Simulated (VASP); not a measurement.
Write the native input for VASP 6.6.1 that does the following.

| Item | Value |
| --- | --- |
| Task | single point |
| Functional | LDA |
| Potentials or basis | VASP PAW LDA potentials, release 64 (Pt) |
| Cutoff | 520 eV |
| k mesh | 15 × 15 × 15 |
| Occupations | gaussian, width 0.1 eV |
| Spin | no spin polarisation |
| Dipole correction | no |
| Further INCAR settings | ALGO = Normal; EDIFF = 1e-07; NBANDS = 11 |

The structure of Pt lies in POSCAR:

```
Pt
1.0
   -1.6317466000      1.6317466000      1.5842200000
    1.6317466000     -1.6317466000      1.5842200000
    1.6317466000      1.6317466000     -1.5842200000
Pt
1
Direct
    0.0000000000      0.0000000000      0.0000000000
```

The input as run:

INCAR

```
PREC = Accurate
ENCUT = 520
EDIFF = 1E-7
ISMEAR = 0
SIGMA = 0.1
LREAL = False
LASPH = True
NELM = 60
ALGO = Normal
ISIF = 2
LWAVE = False
LCHARG = False
NBANDS = 11
```

KPOINTS

```
Automatic mesh
0
Gamma
  15 15 15
```

Potentials or basis: VASP PAW LDA potentials, release 64 (Pt).

Launch:

```bash
$ cat potpaw_LDA.64/Pt/POTCAR > POTCAR
$ mpirun -np 1 vasp_std > vasp.out
```

It gave:

```
Pressure               : -25.9 GPa
Band gap on the k mesh : zero (band 5 reaches 9.75 eV, above the bottom of band 6 at 7.96 eV)
```

Caveat: spin-orbit coupling is left out, which moves the levels of the heavy elements.

Run time: 54 s on 1 thread of Intel Xeon 8259CL, on a shared host, peak memory 0.17 GiB.
